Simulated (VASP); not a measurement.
# SrMg: single point with LDA

Crystal: SrMg.

```
Sr Mg
1.0
     3.69435    0.00000    0.00000
     0.00000    3.69435    0.00000
     0.00000    0.00000    3.69435
Sr Mg
1 1
Direct
  0.50000 0.50000 0.50000
  0.00000 0.00000 0.00000
```

```json
{
 "Program": "VASP 6.6.1",
 "Task": "single point",
 "Functional": "LDA",
 "Potentials or basis": "VASP PAW LDA potentials, release 64 (Sr_sv, Mg)",
 "Cutoff": "520 eV",
 "k mesh": "9 × 9 × 9",
 "Occupations": "fermi-dirac, width 0.05 eV",
 "Spin": "no spin polarisation"
}
```

The pressure is 10.9 GPa and the band gap on the k mesh is zero (bands 6 and 7 overlap by 1.51 eV).

Levels at points of the mesh, in eV from the Fermi level:
```csv
k point,band 4,band 5,band 6,band 7,band 8,band 9
"(0.00, 0.00, 0.00)",-17.12,-5.56,0.40,0.40,5.26,5.26
```

It took 27 s on 1 thread of Intel Xeon 8259CL (shared host), peak memory 0.16 GiB.

Caveat: the cell stands under pressure.
